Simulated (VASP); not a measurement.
Input of a VASP 6.6.1 run:

Contents of INCAR:

```
SYSTEM = SnTe3
ALGO = Normal ; EDIFF = 1E-6
ENCUT = 520 ; GGA = PE
ISIF = 2 ; ISMEAR = 0
LASPH = .True. ; LCHARG = .False.
LREAL = .False. ; LWAVE = .False.
NBANDS = 24 ; NELM = 80
PREC = Accurate ; SIGMA = 0.1
```

KPOINTS

```
k-points
0
Gamma
  10 10 10
  0 0 0
```

POSCAR

```
SnTe3
1.0
   -3.2082963660      3.2082963660      3.2082963660
    3.2082963660     -3.2082963660      3.2082963660
    3.2082963660      3.2082963660     -3.2082963660
Sn Te
1 3
Direct
    0.0000000000      0.0000000000      0.0000000000
    0.0000000000      0.5000000000      0.5000000000
    0.5000000000      0.0000000000      0.5000000000
    0.5000000000      0.5000000000      0.0000000000
```

Potentials or basis: VASP PAW PBE potentials, release 64 (Sn_d, Te).

The run is started by

```sh
$ cat potpaw_PBE.64/Sn_d/POTCAR potpaw_PBE.64/Te/POTCAR > POTCAR
$ mpirun -np 1 vasp_std > vasp.out
```

Predict the pressure.

0.0 GPa.

What does it give for the band gap on the k mesh?

Zero (bands 16 and 17 overlap by 3.38 eV).

Caveat: spin-orbit coupling is left out, which moves the levels of the heavy elements.
